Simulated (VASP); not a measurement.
Write the native input for VASP 6.6.1 that does the following.

| Property | Result |
| --- | --- |
| Task | single point |
| Functional | HSE06 |
| Potentials or basis | VASP PAW PBE potentials, release 64 (B, N) |
| Cutoff | 520 eV |
| k mesh | 8 × 8 × 8 |
| Occupations | gaussian, width 0.01 eV |
| Spin | no spin polarisation |
| Dipole correction | no |
| Grid for exact exchange (PRECFOCK) | Normal |
| Further INCAR settings | ALGO = Normal; EDIFF = 1e-06; NBANDS = 11 |
| Share of exact exchange | 0.25 |
| Screening parameter | 0.2079 1/Å |

BN:

```
B N
1.0
     0.00000    1.80483    1.73263
     1.80483    0.00000    1.73263
     1.80483    1.80483    0.00000
B N
1 1
Direct
  0.00000 0.00000 0.00000
  0.25000 0.25000 0.25000
```

This cell differs from its parent crystal: uniaxial z strain -4.0%.

These files were run (other wordings do the same):

POSCAR

```
BN
1.0
    0.0000000000      1.8048254650      1.7326324464
    1.8048254650      0.0000000000      1.7326324464
    1.8048254650      1.8048254650      0.0000000000
B N
1 1
Direct
    0.0000000000      0.0000000000      0.0000000000
    0.2500000000      0.2500000000      0.2500000000
```

INCAR.step1

```
SYSTEM = BN
ALGO = Normal
EDIFF = 1E-5
ENCUT = 520
GGA = PE
ISIF = 2
ISMEAR = 0
LASPH = .True.
LCHARG = .False.
LREAL = .False.
LWAVE = .True.
NBANDS = 11
NELM = 60
PREC = Accurate
SIGMA = 0.01
```

INCAR.step2

```
SYSTEM = BN
ALGO = Normal
EDIFF = 1E-6
ENCUT = 520
GGA = PE
HFSCREEN = 0.2079
ISIF = 2
ISMEAR = 0
ISTART = 1
LASPH = .True.
LCHARG = .False.
LHFCALC = .True.
LREAL = .False.
LWAVE = .False.
NBANDS = 11
NELM = 60
PREC = Accurate
PRECFOCK = Normal
SIGMA = 0.01
```

KPOINTS

```
k-points
0
Gamma
  8 8 8
  0 0 0
```

Potentials or basis: VASP PAW PBE potentials, release 64 (B, N).

Launch:

```sh
$ cat potpaw_PBE.64/B/POTCAR potpaw_PBE.64/N/POTCAR > POTCAR
$ cp INCAR.step1 INCAR
$ mpirun -np 1 vasp_std > vasp.out
$ cp INCAR.step2 INCAR
$ mpirun -np 1 vasp_std > vasp.out
```

It gave:

```yaml
Pressure: 13.2 GPa
Band_gap_on_the_k_mesh: 5.08 eV (least direct gap 10.34 eV)
```

Caveat: the cell differs from its parent crystal (uniaxial z strain -4.0%); the cell stands under pressure; the PAW data sets were made with another functional, which shifts forces and pressure a little.

Wall time 11 min on 1 thread of Intel(R) Xeon(R) 6975P-C (Granite Rapids), on a shared host, peak memory 0.23 GiB.
